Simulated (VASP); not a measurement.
Input of a VASP 6.6.1 run:

Contents of INCAR:

```
PREC = Accurate
ENCUT = 600
EDIFF = 1E-6
ISMEAR = 0
SIGMA = 0.1
LREAL = F
LASPH = T
NELM = 60
ALGO = Fast
ISIF = 3
LWAVE = F
LCHARG = F
GGA = PE
IBRION = 2
NSW = 100
EDIFFG = -0.01
```

File KPOINTS:

```
regular mesh
0
Gamma
  16 16 16
```

Contents of POSCAR:

```
NaRu
1.0
    0.0000000000      3.0670981076      3.0670981076
    3.0670981076      0.0000000000      3.0670981076
    3.0670981076      3.0670981076      0.0000000000
Na Ru
1 1
Direct
    0.0000000000      0.0000000000      0.0000000000
    0.2500000000      0.2500000000      0.2500000000
```

Potentials or basis: VASP PAW PBE potentials, release 64 (Na_pv, Ru_pv).

Command:

```bash
$ cat potpaw_PBE.64/Na_pv/POTCAR potpaw_PBE.64/Ru_pv/POTCAR > POTCAR
$ mpirun -np 1 vasp_std > vasp.out
```

Estimate the band gap on the k mesh.

zero (an odd number of electrons rules out a gap without spin polarisation).

What does it give for the relaxed volume?

28.90 Å³/atom.

What does it give for the space group after relaxing (to 0.1 Å)?

F-43m (No. 216).

Estimate the relaxed cell.

a = 4.340 Å, b = 4.340 Å, c = 4.340 Å, α = 60.00°, β = 60.00°, γ = 60.00°.

Final structure:
```yaml
crystal:
  lattice:
    - [0.00000, 3.06896, 3.06896]
    - [3.06896, 0.00000, 3.06896]
    - [3.06896, 3.06896, 0.00000]
  atoms:
    - { symbol: Na, position: [0.00000, 0.00000, 0.00000] }
    - { symbol: Ru, position: [0.25000, 0.25000, 0.25000] }
```
